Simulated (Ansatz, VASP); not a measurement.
**Two plane-wave programs on TiB2**

```xyz
3
Lattice="3.0259 0.0000 0.0000 -1.5130 2.6205 0.0000 0.0000 0.0000 3.2288" Properties=species:S:1:pos:R:3 pbc="T T T"
Ti    0.0000    0.0000    0.0000
B     0.0908    1.7994    1.6144
B     1.4222    0.8211    1.6144
```

Change from the starting cell: shortest bond scaled by 1.12, PAW files.

Alike in both runs: task electric field gradients; functional PBE; k mesh 10 × 10 × 9; occupations fermi-dirac, width 0.05 eV; no spin polarisation.

```csv
,VASP,Ansatz
version,VASP 6.6.1,Ansatz 0.2.0
potentials or method,"VASP PAW PBE potentials, release 64 (Ti_sv, B)","PAW with Ansatz's default frozen-core files, scalar-relativistic"
plane-wave cutoff (eV),520,420
valence electrons in the cell,18,18
```

|  | VASP | Ansatz | Ansatz less VASP |
| --- | --- | --- | --- |
| pressure (GPa) | 5.1 | 5.0 | -0.18 |
| traceless stress, the component that is largest in VASP (GPa) | -4.84 | -4.85 | -0.013 |
| rms of the force components (eV/Å) | 1.181 | 1.178 | -0.0030 |
| size of Vzz on the site where it differs most (V/Å²) | 9.5 | 7.1 | -2.34 |

Atom by atom the forces differ by 0.003 eV/Å (rms over components).
